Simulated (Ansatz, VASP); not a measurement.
**One calculation of Hg3Se2S, two programs**

```xyz
12
Lattice="1.9918 3.4498 0.0000 -6.0049 3.4669 0.0036 -0.0042 0.0024 9.8215" Properties=species:S:1:pos:R:3 pbc="T T T"
Hg   -4.6527    3.4930    3.2634
Hg   -0.5678    3.4449    3.2058
Hg   -0.6576    1.1865    6.5618
Hg   -2.7418    4.7000    6.6193
Hg    1.2964    2.2454    0.0000
Hg   -2.6983    2.2602    0.0018
S    -4.8931    3.4755    8.1853
S    -0.5526    0.9695    1.6399
Se   -0.8233    3.4636    8.2203
Se   -2.5979    4.4882    1.6049
Se    1.3826    2.3995    4.9108
Se   -2.5802    2.4696    4.9126
```

Alike in both runs: functional PBE; dispersion D3(BJ); k mesh 6 × 4 × 2; occupations gaussian, width 0.1 eV; no spin polarisation.

Ansatz relaxed the structure, and its values are those at the end. VASP's run is a single point on that final structure, the one shown.

|  | VASP | Ansatz |
| --- | --- | --- |
| version | VASP 6.6.1 | Ansatz 0.2.0 |
| potentials or method | VASP PAW PBE potentials, release 64 (Hg, S, Se), cutoff 520 eV | scalar-relativistic, plane waves, PAW |
| valence electrons in the cell | 108 | 196 |

|  | VASP | Ansatz | Ansatz less VASP |
| --- | --- | --- | --- |
| gap on the k mesh at the Fermi level (eV) | none | none | - |
| pressure (GPa) | 0.3 | -0.1 | -0.36 |
| rms of the force components (eV/Å) | 0.021 | 0.019 | -0.0022 |

A gap of «none» marks a metal or a gap that the smearing closes. VASP's potentials hold 108 valence electrons a cell and Ansatz's 196, so a difference there can come from the potentials and not from the codes.

Spin-orbit coupling is off throughout.
